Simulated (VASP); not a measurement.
CsBa, 2 atoms in the cell. It takes space group P4/mmm (No. 123, tetragonal). Conventional cell: a = 4.474 Å, b = 4.474 Å, c = 7.755 Å, α = 90.00°, β = 90.00°, γ = 90.00°. Cs (site symmetry 4/mmm) has 4 Cs at 4.47 Å and 8 Ba at 5.00 Å within 5.9 Å. Within 5.9 Å of Ba (site symmetry 4/mmm) lie 4 Ba at 4.47 Å and 8 Cs at 5.00 Å. 

* Program: VASP 6.6.1
* Task: relaxation of cell and atoms
* Functional: PBE
* Potentials or basis: VASP PAW PBE potentials, release 64 (Cs_sv, Ba_sv)
* Cutoff: 600 eV
* k mesh: 12 × 12 × 8
* Occupations: gaussian, width 0.1 eV
* Spin: no spin polarisation
* Dipole correction: no
* Further INCAR settings: ALGO = Fast; EDIFF = 1e-06; IBRION = 2; EDIFFG = -0.01; NSW = 100; ISIF = 3

Potentials or basis: VASP PAW PBE potentials, release 64 (Cs_sv, Ba_sv).

Run with:

```bash
$ cat potpaw_PBE.64/Cs_sv/POTCAR potpaw_PBE.64/Ba_sv/POTCAR > POTCAR
$ mpirun -np 1 vasp_std > vasp.out
```

Hardware: 1 thread of Intel Xeon 8259CL (shared host).

Q: How long does it take, and how much memory?

A: Wall time 37 min on 1 thread of Intel Xeon 8259CL (shared host), peak memory 0.61 GiB. Counts: scf iterations 66, k points 140, ion steps 7.
